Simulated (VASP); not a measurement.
# CuAuSe2 (R-3m) in VASP: further runs, part 2 of 2

VASP 6.6.1. Earlier steps stand in the parts before.

## 3. Single point, PBE+U, collinear spin, zero start

INCAR

```
ALGO = Normal
EDIFF = 1E-6
ENCUT = 520
GGA = PE
ISIF = 2
ISMEAR = 0
ISPIN = 2
LASPH = True
LCHARG = False
LDAU = True
LDAUJ = 0 0 0
LDAUL = -1 2 -1
LDAUPRINT = 1
LDAUTYPE = 2
LDAUU = 0 7 0
LMAXMIX = 4
LORBIT = 11
LREAL = False
LWAVE = False
MAGMOM = 0 0 0 0
NBANDS = 29
NELM = 150
PREC = Accurate
SIGMA = 0.05
```

KPOINTS

```
k-points
0
Gamma
  6 6 6
```

POSCAR

```
CuAuSe2
1.0
    2.0025292900      1.1561608300      7.2699454900
   -2.0025292900      1.1561608300      7.2699454900
    0.0000000000     -2.3123216500      7.2699454900
Cu Au Se
1 1 2
Direct
    0.5000000000      0.5000000000      0.5000000000
    0.0000000000      0.0000000000      0.0000000000
    0.2667000000      0.2667000000      0.2667000000
    0.7333000000      0.7333000000      0.7333000000
```

Potentials or basis: VASP PAW PBE potentials, release 64 (Cu, Au, Se).

Launch:

```
$ cat potpaw_PBE.64/Cu/POTCAR potpaw_PBE.64/Au/POTCAR potpaw_PBE.64/Se/POTCAR > POTCAR
$ mpirun -np 1 vasp_std > vasp.out
```

OUTCAR:

```text
EDIFF = 1E-6
   ENCUT = 520
   GGA = PE
   ISIF = 2
   ISMEAR = 0
   ISPIN = 2
   LASPH = True
   LORBIT = 11
   LREAL = False
   NELM = 150
   PREC = Accurate

 ion  position               nearest neighbor table
   1  0.500  0.500  0.500-
   2  0.000  0.000  0.000-   4 2.73   4 2.73   3 2.73   3 2.73   4 2.73   3 2.73
   3  0.267  0.267  0.267-   2 2.73   2 2.73   2 2.73
   4  0.733  0.733  0.733-   2 2.73   2 2.73   2 2.73

  LATTYP: Found a trigonal (rhomboedric) cell.
 ALAT       =     7.6288229007
 COS(alpha) =     0.8621925538

  Lattice vectors:

 A1 = (   2.0025292900,   1.1561608300,   7.2699454900)
 A2 = (  -2.0025292900,   1.1561608300,   7.2699454900)
 A3 = (   0.0000000000,  -2.3123216500,   7.2699454900)

Analysis of symmetry for initial positions (statically):
[... 1777 lines left out ...]
     28      13.2874      0.00000
     29      14.8167      0.00000

 [... further k-points ...]

------------------------ aborting loop because EDIFF is reached ----------------------------------------

  FORCE on cell =-STRESS in cart. coord.  units (eV):
  Direction    XX          YY          ZZ          XY          YZ          ZX
  --------------------------------------------------------------------------------------
  -------------------------------------------------------------------------------------
  Total       -4.4548433     -4.4548433     -6.0423098      0.0000000     -0.0000000      0.0000000
  in kB      -70.6746194    -70.6746197    -95.8592522      0.0000000     -0.0000000      0.0000000
  external PRESSURE =     -79.0694971 kB  Pullay stress =       0.0000000 kB

 VOLUME and BASIS-vectors are now :
 -----------------------------------------------------------------------------
  energy-cutoff  :      520.00
  volume of cell :      100.99
      direct lattice vectors                 reciprocal lattice vectors
     2.002529290  1.156160830  7.269945490     0.249684238  0.144155262  0.045850871
    -2.002529290  1.156160830  7.269945490    -0.249684238  0.144155262  0.045850871
     0.000000000 -2.312321650  7.269945490     0.000000000 -0.288310524  0.045850871

 POSITION                                       TOTAL-FORCE (eV/Angst)
 -----------------------------------------------------------------------------------
      0.00000      0.00000     10.90492        -0.000000      0.000000     -0.000000
      0.00000      0.00000      0.00000         0.000000      0.000000     -0.000000
      0.00000      0.00000      5.81668        -0.000000     -0.000000     -0.755140
      0.00000      0.00000     15.99315        -0.000000      0.000000      0.755140
 -----------------------------------------------------------------------------------
    total drift:                                0.000000      0.000000      0.000000

  FREE ENERGIE OF THE ION-ELECTRON SYSTEM (eV)
  ---------------------------------------------------
  free  energy   TOTEN  =        -8.9767552446 eV

  energy  without entropy=       -8.9719145750  energy(sigma->0) =       -8.97433491

 total charge

# of ion       s       p       d       tot
------------------------------------------
    1        0.256   0.073   9.304   9.633
    2        0.480   0.297   9.046   9.823
    3        1.495   2.135   0.027   3.657
    4        1.495   2.135   0.027   3.657
--------------------------------------------------
tot          3.727   4.640  18.405  26.772

 magnetization (x)

# of ion       s       p       d       tot
------------------------------------------
    1       -0.000  -0.000   0.000  -0.000
    2        0.000   0.000   0.000   0.000
    3        0.000   0.000  -0.000   0.000
    4        0.000   0.000  -0.000   0.000
--------------------------------------------------
tot          0.000   0.000   0.000   0.000
```

OSZICAR:

```text
N       E                     dE             d eps       ncg     rms          rms(c)
DAV:   1     0.245172461392E+03    0.24517E+03   -0.14194E+04  3712   0.117E+03
DAV:   2     0.107970099745E+02   -0.23438E+03   -0.21317E+03  3893   0.270E+02
[... 12 lines left out ...]
DAV:  15    -0.897685777257E+01   -0.24027E-03   -0.17168E-03  5822   0.447E-01    0.112E-01
DAV:  16    -0.897738355132E+01   -0.52578E-03   -0.32209E-04  5848   0.340E-01    0.198E-01
DAV:  17    -0.897674674319E+01    0.63681E-03   -0.92070E-04  5103   0.714E-01    0.245E-02
DAV:  18    -0.897676022355E+01   -0.13480E-04   -0.76506E-05  5253   0.861E-02    0.234E-02
DAV:  19    -0.897675603632E+01    0.41872E-05   -0.64631E-06  4389   0.505E-02    0.141E-02
DAV:  20    -0.897675524458E+01    0.79175E-06   -0.16230E-06  3298   0.126E-02
   1 F= -.89767552E+01 E0= -.89743349E+01  d E =-.484067E-02  mag=     0.0000
```

stdout:

```text
POSCAR found type information on POSCAR CuAuSe
 POSCAR found :  3 types and       4 ions
 scaLAPACK will be used
 LDA part: xc-table for (Slater+PW92), standard interpolation
 POSCAR, INCAR and KPOINTS ok, starting setup
 FFT: planning ... GRIDC
 FFT: planning ... GRID_SOFT
 FFT: planning ... GRID
 WAVECAR not read
 entering main loop
```

Run time: 13 min. Hardware: 1 thread of Intel Xeon Platinum 8175M at 2.50GHz (Skylake/Cascade Lake), shared host; peak memory 0.71 GiB.

Results:

```
Free energy                                           : -8.9768 eV
Pressure                                              : -7.9 GPa
Largest force                                         : 0.755 eV/Å
Band gap on the k mesh                                : zero (filled and empty bands overlap)
Net moment                                            : 0.00 μB per cell
Valence electrons inside the program's atomic spheres : Cu 9.63; Au 9.82; Se 3.66
```

Forces on the atoms (eV/Å):
```
Cu   0.000  0.000  0.000
Au   0.000  0.000  0.000
Se   0.000  0.000 -0.755
Se   0.000  0.000  0.755
```

Eigenvalues of the final occupation matrices:
| site | spin | trace | eigenvalues |
| --- | --- | --- | --- |
| site 2 d | 1 | 4.55 | 0.88 0.88 0.93 0.93 0.93 |
| site 2 d | 2 | 4.55 | 0.88 0.88 0.93 0.93 0.93 |

Caveat: the cell stands under tension; spin-orbit coupling is left out, which moves the levels of the heavy elements.
